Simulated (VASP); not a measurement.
# Si16Ge (a cell with a defect) in VASP: further runs, part 2 of 2

VASP 6.6.1. Earlier steps stand in the parts before.

**4. Single point, PBE**

Input file INCAR:

```
ALGO     = Normal         # electronic algorithm
EDIFF    = 1E-6           # SCF threshold, eV
ENCUT    = 520            # plane-wave cutoff, eV
GGA      = PE             # functional
ISIF     = 2              # what is computed and relaxed
ISMEAR   = -1             # smearing method
LASPH    = True           # aspherical terms in the spheres
LCHARG   = False          # write CHGCAR
LREAL    = Auto         
LWAVE    = False          # write WAVECAR
NBANDS   = 53             # bands
NELM     = 80             # most SCF steps
PREC     = Accurate       # precision mode
SIGMA    = 0.02           # smearing width, eV
```

Input file KPOINTS:

```
k-points
0
Gamma
  2 2 2
```

Input file POSCAR:

```
Si16Ge
1.0
    0.0000000000      5.4300000000      5.4300000000
    5.4300000000      0.0000000000      5.4300000000
    5.4300000000      5.4300000000      0.0000000000
Si Ge
16 1
Direct
    0.0597876611     -0.0197208103     -0.0201552486
    0.1389679558      0.1257495396      0.1254661142
   -0.0110958564      0.0195361878      0.4958212707
    0.1393343462      0.1257356354      0.6095422652
   -0.0117480663      0.4960406998      0.0197018416
    0.1386071823      0.6100246777      0.1257069982
   -0.0116758748      0.4960202578      0.4960497238
    0.0439028545      0.6520048803      0.6521172192
    0.5101346225      0.0095333333      0.0089401473
    0.6827826888      0.1059696133      0.1055268877
    0.5104606814      0.0092883057      0.4712304788
    0.6162473297      0.1638186004      0.6100362799
    0.5098347145      0.4715240331      0.0090923573
    0.6155826888      0.6102186004      0.1634440147
    0.4253325967      0.5248681400      0.5249224678
    0.6157528545      0.6100600368      0.6105760589
    0.5875949355      0.8044244015      0.8038266114
```

Potentials or basis: VASP PAW PBE potentials, release 64 (Si, Ge_d).

The run is started by

```
> cat potpaw_PBE.64/Si/POTCAR potpaw_PBE.64/Ge_d/POTCAR > POTCAR
> mpirun -np 1 vasp_std > vasp.out
```

OUTCAR:

```text
EDIFF = 1E-6
   ENCUT = 520
   GGA = PE
   ISIF = 2
   ISMEAR = -1
   LASPH = True
   LREAL = Auto
   NELM = 80
   PREC = Accurate

 ion  position               nearest neighbor table
   1  0.060  0.980  0.980-   4 2.34   2 2.34   6 2.34  10 2.36
   2  0.139  0.126  0.125-   5 2.33   3 2.33   9 2.33   1 2.34
   3  0.989  0.020  0.496-   2 2.33   4 2.33  12 2.34   8 2.35
   4  0.139  0.126  0.610-  11 2.33   7 2.33   3 2.33   1 2.34
   5  0.988  0.496  0.020-   2 2.33   6 2.33  14 2.34   8 2.35
   6  0.139  0.610  0.126-   7 2.33   5 2.33  13 2.33   1 2.34
   7  0.988  0.496  0.496-   6 2.33   4 2.33  16 2.34   8 2.35
   8  0.044  0.652  0.652-   5 2.35   7 2.35   3 2.35  15 2.39  17 2.86
   9  0.510  0.010  0.009-  10 2.32   2 2.33  17 2.43  12 2.51  14 2.51
  10  0.683  0.106  0.106-  13 2.32  11 2.32   9 2.32   1 2.36
  11  0.510  0.009  0.471-  10 2.32   4 2.33  17 2.43  12 2.51  16 2.51
  12  0.616  0.164  0.610-  15 2.31   3 2.34  17 2.46   9 2.51  11 2.51
  13  0.510  0.472  0.009-  10 2.32   6 2.33  17 2.44  16 2.51  14 2.51
  14  0.616  0.610  0.163-  15 2.31   5 2.34  17 2.46  13 2.51   9 2.51
  15  0.425  0.525  0.525-  12 2.31  16 2.31  14 2.31   8 2.39
  16  0.616  0.610  0.611-  15 2.31   7 2.34  17 2.46  13 2.51  11 2.51
  17  0.588  0.804  0.804-  11 2.43   9 2.43  13 2.44  16 2.46  14 2.46  12 2.46   8 2.86

  LATTYP: Found a face centered cubic cell.
 ALAT       =    10.8600000000

  Lattice vectors:

 A1 = (   0.0000000000,   5.4300000000,   5.4300000000)
 A2 = (   5.4300000000,   0.0000000000,   5.4300000000)
 A3 = (   5.4300000000,   5.4300000000,   0.0000000000)

Analysis of symmetry for initial positions (statically):
=====================================================================
 Subroutine PRICEL returns:
 Original cell was already a primitive cell.

 Routine SETGRP: Setting up the symmetry group for a
 face centered cubic supercell.

 Subroutine GETGRP returns: Found  1 space group operations
 (whereof  1 operations were pure point group operations)
 out of a pool of 48 trial point group operations.

The static configuration has the point symmetry C_1 .

Analysis of symmetry for dynamics (positions and initial velocities):
=====================================================================
 Subroutine PRICEL returns:
 Original cell was already a primitive cell.

 Routine SETGRP: Setting up the symmetry group for a
 face centered cubic supercell.

 Subroutine GETGRP returns: Found  1 space group operations
 (whereof  1 operations were pure point group operations)
 out of a pool of 48 trial point group operations.

The dynamic configuration has the point symmetry C_1 .

 Subroutine INISYM returns: Found  1 space group operations
 (whereof  1 operations are pure point group operations),
 and found     1 'primitive' translations

----------------------------------------------------------------------------------------

                                     Primitive cell

  volume of cell :     320.2060

  direct lattice vectors                    reciprocal lattice vectors
     0.000000000  5.430000000  5.430000000    -0.092081031  0.092081031  0.092081031
     5.430000000  0.000000000  5.430000000     0.092081031 -0.092081031  0.092081031
     5.430000000  5.430000000  0.000000000     0.092081031  0.092081031 -0.092081031

  length of vectors
     7.679179644  7.679179644  7.679179644     0.159489025  0.159489025  0.159489025

  position of ions in fractional coordinates (direct lattice)
     0.059787661  0.980279190  0.979844751
     0.138967956  0.125749540  0.125466114
[... 73 lines left out ...]
   number of dos      NEDOS =    301   number of ions     NIONS =     17
   total plane-waves  NPLWV = 216000
   dimension x,y,z NGX =    60 NGY =   60 NGZ =   60
   dimension x,y,z NGXF=   120 NGYF=  120 NGZF=  120
   ions per type =              16   1
   NGX,Y,Z   is equivalent  to a cutoff of  12.99, 12.99, 12.99 a.u.
   NGXF,Y,Z  is equivalent  to a cutoff of  25.98, 25.98, 25.98 a.u.
 SYSTEM =  unknown system
   PREC   = accura    normal or accurate (medium, high low for compatibility)
   ISTART =      0    job   : 0-new  1-cont  2-samecut
   ICHARG =      2    charge: 1-file 2-atom 10-const
   ISPIN  =      1    spin polarized calculation?
   LNONCOLLINEAR =      F non collinear calculations
   LSORBIT =      F    spin-orbit coupling
   LASPH  =      T    aspherical Exc in radial PAW
   ENCUT  =  520.0 eV  38.22 Ry    6.18 a.u.  14.28 14.28 14.28*2*pi/ulx,y,z
   NELM   =     80;   NELMIN=  2; NELMDL= -5     # of ELM steps
   EDIFF  = 0.1E-05   stopping-criterion for ELM
   LREAL  =      T    real-space projection
   EDIFFG = 0.1E-04   stopping-criterion for IOM
   NSW    =      0    number of steps for IOM
   IBRION =     -1    ionic relax: 0-MD 1-quasi-New 2-CG
   NFREE  =      0    steps in history (QN), initial steepest desc. (CG)
   ISIF   =      2    stress and relaxation
   ISYM   =      2    0-nonsym 1-usesym 2-fastsym
   POTIM  = 0.5000    time-step for ionic-motion
   TEBEG  =    0.0;   TEEND  =   0.0 temperature during run
   PSTRESS=    0.0 pullay stress
   NELECT =      78.0000    total number of electrons
   NUPDOWN=      -1.0000    fix difference up-down
   EMIN   =  10.00;   EMAX   =-10.00  energy-range for DOS
   EFERMI =   0.00;   METHOD = LEGACY
   ISMEAR =    -1;   SIGMA  =   0.02  broadening in eV -4-tet -1-fermi 0-gaus
   EFERMI_NEDOS =   21; number of points for ismear=-14 and -15
   IALGO  =     38    algorithm
   IMIX   =      4    mixing-type and parameters
     AMIX     =   0.40;   BMIX     =  1.00
     AMIX_MAG =   1.60;   BMIX_MAG =  1.00
  volume/ion in A,a.u.               =      18.84       127.11
  Fermi-wavevector in a.u.,A,eV,Ry     =   1.022421  1.932096 14.222785  1.045345
  Thomas-Fermi vector in A             =   2.156100
   LORBIT       =      0    0 simple, 1 ext, 2 COOP (PROOUT), +10 PAW based schemes
   GGA     = PE    functional components
   LHFCALC =     F    Hartree Fock is set to
   AEXX    =    0.0000 exact exchange contribution
   IVDW    =     0    specifies the selected vdW correction
   LEPSILON=     F    determine dielectric tensor
   LRPA    =     F    only Hartree local field effects (RPA)
 non-spin polarized calculation
  energy-cutoff  :      520.00
  volume of cell :      320.21
 maximum number of plane-waves:      8646
 NGX is ok and might be reduce to    60
   NGX = 29   NGY = 29   NGZ = 29

 number of electron      77.9999999 magnetization

 Free energy of the ion-electron system (eV)
  ---------------------------------------------------
  ext. energy  EPLUGINS =         0.00000000
  ---------------------------------------------------
  free energy    TOTEN  =       -86.35447611 eV

  energy without entropy =      -86.34835493  energy(sigma->0) =      -86.35141552

 E-fermi :   6.6683     XC(G=0):  -9.7720

 val. band max:        6.6114194713   @ k =   0.5000   0.0000   0.5000
 cond. band min:       6.7120867395   @ k =   0.0000   0.0000   0.0000
 fundamental gap:      0.1006672682
 Fermi energy:         6.6683328679

 k-point     1 :       0.0000    0.0000    0.0000
  band No.  band energies     occupation
      1     -17.9517      2.00000
      2     -17.9514      2.00000
      3     -17.8270      2.00000
      4     -17.8269      2.00000
      5     -17.8218      2.00000
      6      -6.3531      2.00000
[... 421 lines left out ...]
     50      10.3782      0.00000
     51      10.4253      0.00000
 [bands above 51 left out]

------------------------ aborting loop because EDIFF is reached ----------------------------------------

  FORCE on cell =-STRESS in cart. coord.  units (eV):
  Direction    XX          YY          ZZ          XY          YZ          ZX
  --------------------------------------------------------------------------------------
  -------------------------------------------------------------------------------------
  Total       11.0363468     11.0585266     11.0015519      1.2511408     -1.2496297      1.2434658
  in kB       55.2212761     55.3322542     55.0471768      6.2601868     -6.2526257      6.2217843
  external PRESSURE =      55.2002357 kB  Pullay stress =       0.0000000 kB

 VOLUME and BASIS-vectors are now :
 -----------------------------------------------------------------------------
  energy-cutoff  :      520.00
  volume of cell :      320.21
      direct lattice vectors                 reciprocal lattice vectors
     0.000000000  5.430000000  5.430000000    -0.092081031  0.092081031  0.092081031
     5.430000000  0.000000000  5.430000000     0.092081031 -0.092081031  0.092081031
     5.430000000  5.430000000  0.000000000     0.092081031  0.092081031 -0.092081031

 POSITION                                       TOTAL-FORCE (eV/Angst)
 -----------------------------------------------------------------------------------
     10.64347      5.64520      5.64756         0.000065      0.001121     -0.000320
      1.36410      1.43588      1.43742        -0.003290     -0.002563     -0.003829
      2.79839      8.06206      5.47583         0.000278     -0.000103     -0.003873
      3.99256      4.06640      1.43933         0.003960      0.000112     -0.007716
      2.80048      5.47319      8.05971        -0.001467     -0.000947      0.001990
      3.99502      1.43523      4.06507         0.001467     -0.004096      0.004336
[... 9 lines left out ...]
      6.62805      6.65897      6.65616         0.001211     -0.010870      0.000569
      8.73280      7.55542      7.55866         0.019666     -0.001572     -0.013550
 -----------------------------------------------------------------------------------
    total drift:                               -0.001365      0.000455      0.001855

  FREE ENERGIE OF THE ION-ELECTRON SYSTEM (eV)
  ---------------------------------------------------
  free  energy   TOTEN  =       -86.3544761129 eV

  energy  without entropy=      -86.3483549278  energy(sigma->0) =      -86.35141552
```

Run time: 2.3 min. Hardware: 1 thread of Intel Xeon 6975P-C (Granite Rapids), shared host; peak memory 0.48 GiB.

What came out:

| Quantity | Value |
| --- | --- |
| Free energy | -86.3545 eV |
| Pressure | 5.5 GPa |
| Largest force | 0.024 eV/Å |
| Band gap on the k mesh | 0.10 eV |

Forces in eV/Å, atoms in the order of the input:
```
Si   0.000  0.001  0.000
Si  -0.003 -0.003 -0.004
Si   0.000  0.000 -0.004
Si   0.004  0.000 -0.008
Si  -0.001 -0.001  0.002
Si   0.001 -0.004  0.004
Si  -0.002  0.007  0.008
Si  -0.007  0.002  0.007
Si   0.000  0.005 -0.005
Si  -0.014  0.011  0.009
Si  -0.001 -0.010  0.001
Si  -0.001  0.000 -0.007
Si   0.008  0.002 -0.006
Si   0.011 -0.006  0.001
Si  -0.016  0.007  0.015
Si   0.001 -0.011  0.001
Ge   0.020 -0.002 -0.014
```

Stress tensor (GPa, compression positive):
```
 5.52  0.63  0.62
 0.63  5.53 -0.63
 0.62 -0.63  5.50
```

Caveat: the k points lie up to 0.50 Å⁻¹ apart.

**5. Single point, PBE**

Input file INCAR:

```
PREC = Accurate
ENCUT = 520
EDIFF = 1E-6
ISMEAR = -1
SIGMA = 0.02
LREAL = Auto
LASPH = True
NELM = 80
ALGO = Normal
ISIF = 2
LWAVE = False
LCHARG = False
GGA = PE
NBANDS = 53
```

Input file KPOINTS:

```
Automatic mesh
0
Gamma
  2 2 2
```

Input file POSCAR:

```
Si16Ge
1.0
    0.0000000000      5.4300000000      5.4300000000
    5.4300000000      0.0000000000      5.4300000000
    5.4300000000      5.4300000000      0.0000000000
Si Ge
16 1
Direct
    0.0758505525     -0.0252231123     -0.0251115101
    0.1325582873      0.1304387661      0.1304450276
   -0.0170337937      0.0152617864      0.5009070902
    0.1319142726      0.1306527624      0.6070571823
   -0.0171861878      0.5008677716      0.0153480663
    0.1317488950      0.6069844383      0.1307704420
   -0.0178410681      0.5010543278      0.5011865562
    0.0651926335      0.6448300184      0.6448979742
    0.5055970534      0.0162000000      0.0159114180
    0.6952241252      0.1015950276      0.1015591160
    0.5047976059      0.0175360958      0.4616928177
    0.6117220994      0.1533055249      0.6171359116
    0.5046179558      0.4616056169      0.0174518416
    0.6116055249      0.6171653775      0.1533646409
    0.4412770718      0.5194790976      0.5195290055
    0.6109662983      0.6179351750      0.6178020258
    0.5255742173      0.8244281768      0.8246965009
```

The run is started by

```
> cat potpaw_PBE.64/Si/POTCAR potpaw_PBE.64/Ge_d/POTCAR > POTCAR
> mpirun -np 1 vasp_std > vasp.out
```

It took 2.6 min on 1 thread of Intel Xeon 6975P-C (Granite Rapids), shared host; peak memory 0.49 GiB.

The run converged. Its results:

```
Free energy            : -86.3535 eV
Pressure               : 5.6 GPa
Largest force          : 0.011 eV/Å
Band gap on the k mesh : 0.05 eV
```

Forces in eV/Å, atoms in the order of the input:
```
Si  -0.002 -0.003  0.000
Si   0.000 -0.002 -0.003
Si  -0.002  0.000  0.002
Si   0.003 -0.001 -0.004
Si  -0.001  0.002  0.002
Si   0.003 -0.002  0.000
Si  -0.002  0.002  0.003
Si  -0.001  0.001  0.002
Si   0.001  0.000 -0.003
Si   0.001 -0.003 -0.003
Si  -0.002  0.001 -0.011
Si   0.000  0.010  0.001
Si   0.000 -0.009  0.002
Si  -0.001 -0.002  0.008
Si   0.003  0.000 -0.002
Si  -0.001  0.002  0.000
Ge   0.003  0.004  0.007
```

Stress tensor (GPa, compression positive):
```
 5.56  0.65  0.66
 0.65  5.55 -0.68
 0.66 -0.68  5.55
```

Levels at points of the mesh, in eV from the valence-band top:
```
           k point  band 35  band 36  band 37  band 38  band 39  band 40  band 41  band 42  band 43  band 44
(0.00, 0.00, 0.00)    -1.28    -1.02    -0.45    -0.43    -0.43     0.05     0.07     0.40     0.40     0.89
(0.50, 0.00, 0.00)    -1.17    -1.17    -1.10    -1.09    -0.09     0.54     0.57     1.30     1.38     1.39
(0.00, 0.50, 0.00)    -1.31    -1.30    -1.23    -0.70    -0.21     0.36     0.87     1.01     1.21     1.43
(0.00, 0.00, 0.50)    -1.31    -1.30    -1.23    -0.70    -0.21     0.36     0.87     1.01     1.21     1.43
(0.50, 0.50, 0.50)    -1.31    -1.30    -1.22    -0.70    -0.22     0.37     0.87     1.01     1.21     1.43
(0.50, 0.50, 0.00)    -1.81    -1.70    -1.58    -0.59     0.00     0.56     1.48     1.58     1.88     2.01
(0.00, 0.50, 0.50)    -1.81    -1.69    -1.58    -0.60     0.00     0.56     1.48     1.58     1.88     2.02
(0.50, 0.00, 0.50)    -1.81    -1.69    -1.58    -0.59     0.00     0.56     1.48     1.58     1.88     2.01
```

Caveat: the k points lie up to 0.50 Å⁻¹ apart.

**6. Single point, PBE**

Input file INCAR:

```
SYSTEM = Si16Ge
PREC     = Accurate       ! precision mode
ENCUT    = 520            ! plane-wave cutoff, eV
EDIFF    = 1E-6           ! SCF threshold, eV
ISMEAR   = -1             ! smearing method
SIGMA    = 0.02           ! smearing width, eV
LREAL    = Auto         
LASPH    = .TRUE.         ! aspherical terms in the spheres
NELM     = 100            ! most SCF steps
ALGO     = Normal         ! electronic algorithm
ISIF     = 2              ! what is computed and relaxed
LWAVE    = .FALSE.        ! write WAVECAR
LCHARG   = .FALSE.        ! write CHGCAR
GGA      = PE             ! functional
NBANDS   = 53             ! bands
```

Input file KPOINTS:

```
Automatic mesh
0
G
  2 2 2
  0 0 0
```

Input file POSCAR:

```
Si16Ge
1.0
    0.0000000000      5.4300000000      5.4300000000
    5.4300000000      0.0000000000      5.4300000000
    5.4300000000      5.4300000000      0.0000000000
Si Ge
16 1
Direct
    0.0361658379     -0.0121652855     -0.0118779926
    0.1296293738      0.1285682320      0.1288037753
   -0.0099102210      0.0101873849      0.4998938306
    0.1290077348      0.1289099448      0.6133471455
   -0.0099872007      0.4996472376      0.0104378453
    0.1289259669      0.6130532228      0.1292036832
   -0.0104154696      0.4999095764      0.5002053407
    0.0892939227      0.6367845304      0.6370305709
    0.5094818600      0.0084932781      0.0085943831
    0.6693340700      0.1099707182      0.1102819521
    0.5088249540      0.0092409761      0.4732234807
    0.6192909761      0.1451537753      0.6177248619
    0.5087603131      0.4729199816      0.0094302947
    0.6192174033      0.6175100368      0.1453940147
    0.4626984346      0.5122505525      0.5125028545
    0.6188421731      0.6178139963      0.6179911602
    0.4342077348      0.8548891344      0.8552559853
```

Potentials or basis: VASP PAW PBE potentials, release 64 (Si, Ge_d).

The run is started by

```
> cat potpaw_PBE.64/Si/POTCAR potpaw_PBE.64/Ge_d/POTCAR > POTCAR
> mpirun -np 1 vasp_std > vasp.out
```

It took 2.2 min on 1 thread of Intel Xeon 6975P-C (Granite Rapids), shared host; peak memory 0.48 GiB.

It converged, with:

- Free energy: -86.5282 eV
- Pressure: 6.3 GPa
- Largest force: 0.379 eV/Å
- Band gap on the k mesh: zero (band 39 reaches 6.96 eV, above the bottom of band 40 at 6.75 eV)

Forces on the atoms (eV/Å):
```
Si   0.091 -0.090 -0.091
Si  -0.023 -0.009 -0.009
Si  -0.034  0.033  0.018
Si   0.008  0.022 -0.008
Si  -0.034  0.019  0.034
Si   0.007 -0.008  0.022
Si  -0.018  0.034  0.035
Si  -0.070  0.071  0.070
Si  -0.065 -0.006 -0.007
Si   0.055 -0.057 -0.056
Si   0.003  0.070 -0.010
Si  -0.038  0.039  0.008
Si   0.004 -0.008  0.069
Si  -0.039  0.007  0.040
Si  -0.060  0.060  0.062
Si  -0.009  0.040  0.039
Ge   0.221 -0.219 -0.217
```

Stress tensor (GPa, compression positive):
```
 6.29  0.42  0.42
 0.42  6.27 -0.42
 0.42 -0.42  6.26
```

Levels at points of the mesh, in eV from the Fermi level:
```csv
k point,band 36,band 37,band 38,band 39,band 40,band 41,band 42,band 43
"(0.00, 0.00, 0.00)",-0.93,-0.73,-0.73,-0.47,-0.18,-0.18,0.03,0.03
"(0.50, 0.00, 0.00)",-1.46,-1.45,-1.45,-0.36,0.37,0.38,1.05,1.05
"(0.00, 0.50, 0.00)",-1.51,-1.50,-1.32,-0.23,0.26,0.71,0.76,0.85
"(0.00, 0.00, 0.50)",-1.51,-1.50,-1.32,-0.23,0.26,0.71,0.76,0.85
"(0.50, 0.50, 0.50)",-1.51,-1.50,-1.31,-0.23,0.25,0.71,0.76,0.85
"(0.50, 0.50, 0.00)",-2.01,-1.88,-1.21,0.02,0.57,1.07,1.16,1.25
"(0.00, 0.50, 0.50)",-2.01,-1.88,-1.21,0.03,0.57,1.07,1.16,1.25
"(0.50, 0.00, 0.50)",-2.01,-1.88,-1.21,0.02,0.57,1.07,1.16,1.25
```

Caveat: the k points lie up to 0.50 Å⁻¹ apart.
